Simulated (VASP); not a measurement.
Here is a VASP 6.6.1 calculation.

File INCAR:

```
SYSTEM = Nb
  PREC = Accurate
  ENCUT = 500
  EDIFF = 1E-6
  ISMEAR = 0
  SIGMA = 0.15
  LREAL = .False.
  LASPH = .True.
  NELM = 200
  ALGO = Normal
  ISIF = 2
  LWAVE = .False.
  LCHARG = .True.
  ISPIN = 2
  MAGMOM = 0.5
  LORBIT = 11
  LMAXMIX = 4
  GGA = LIBXC
  LIBXC1 = GGA_X_B88
  LIBXC2 = GGA_C_PBE
  LELF = .True.
  LVHAR = .True.
  NBANDS = 16
  GGA_COMPAT = .False.
```

File KPOINTS:

```
Automatic mesh
0
Gamma
  11 11 11
  0 0 0
```

Contents of POSCAR:

```
Nb
1.0
    0.0000000000      2.1290070307      2.1290070307
    2.1290070307      0.0000000000      2.1290070307
    2.1290070307      2.1290070307      0.0000000000
Nb
1
Direct
    0.0000000000      0.0000000000      0.0000000000
```

Potentials or basis: VASP PAW PBE potentials, release 64 (Nb_sv).

The run is started by

```console
$ cat potpaw_PBE.64/Nb_sv/POTCAR > POTCAR
$ mpirun -np 1 vasp_std > vasp.out
```

(1) Estimate the net moment.

(2) Estimate the pressure.

Results:

(1) 0.00 μB per cell.

(2) -5.4 GPa.

Caveat: the cell stands under tension; the PAW data sets were made with another functional, which shifts forces and pressure a little.
